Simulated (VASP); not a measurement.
Input of a VASP 6.6.1 run:

Contents of INCAR:

```
PREC     = Accurate       # precision mode
ENCUT    = 520            # plane-wave cutoff, eV
EDIFF    = 1E-7           # SCF threshold, eV
ISMEAR   = -1             # smearing method
SIGMA    = 0.1            # smearing width, eV
LREAL    = False          # projectors in reciprocal space
LASPH    = True           # aspherical terms in the spheres
NELM     = 80             # most SCF steps
ALGO     = Normal         # electronic algorithm
ISIF     = 2              # what is computed and relaxed
LWAVE    = False          # write WAVECAR
LCHARG   = True           # write CHGCAR
LELF     = True           # ELF
LVHAR    = True         
NBANDS   = 16             # bands
```

Contents of KPOINTS:

```
Automatic mesh
0
Gamma
  17 17 6
```

The input POSCAR:

```
C
1.0
    2.1995028030      0.0000000000      0.0000000000
   -1.0997514015      1.9048253031      0.0000000000
    0.0000000000      0.0000000000      3.6952017720
C
4
Direct
    0.0000000000      0.0000000000      0.2500000000
    0.0000000000      0.0000000000      0.7500000000
    0.3333333333      0.6666666667      0.2500000000
    0.6666666667      0.3333333333      0.7500000000
```

Potentials or basis: VASP PAW LDA potentials, release 64 (C).

Command:

```bash
$ cat potpaw_LDA.64/C/POTCAR > POTCAR
$ mpirun -np 1 vasp_std > vasp.out
```

Q: What does it give for the pressure?

A: 392.2 GPa.

Q: Estimate the band gap on the k mesh.

A: Zero (band 8 reaches 17.37 eV, above the bottom of band 9 at 13.93 eV).

Stress tensor (GPa, compression positive):
```
392.88   0.00   0.00
  0.00 392.88   0.00
  0.00   0.00 390.87
```
